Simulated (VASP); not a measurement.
AgCl:

```
Ag Cl
1.0
     0.00000    2.73500    2.73500
     2.73500    0.00000    2.73500
     2.73500    2.73500    0.00000
Ag Cl
1 1
Cartesian
  0.0000 0.0000 0.0000
  2.7350 2.7350 2.7350
```

Base run:

```yaml
Program: VASP 6.6.1
Functional: PBE0
Potentials_or_basis: VASP PAW PBE potentials, release 64 (Ag, Cl)
Cutoff: 520 eV
k_mesh: 6 × 6 × 6
Occupations: gaussian, width 0.02 eV
Spin: no spin polarisation
```

Its results: band gap on the k mesh 3.08 eV (least direct gap 5.51 eV); pressure 3.4 GPa.

Q: The run is repeated on the same cell with these changes: functional from PBE0 to HSE03. What comes out?

A: Band gap on the k mesh 2.16 eV (least direct gap 4.57 eV); pressure 3.5 GPa.

Caveats: the cell stands under pressure; the PAW data sets were made with another functional, which shifts forces and pressure a little.
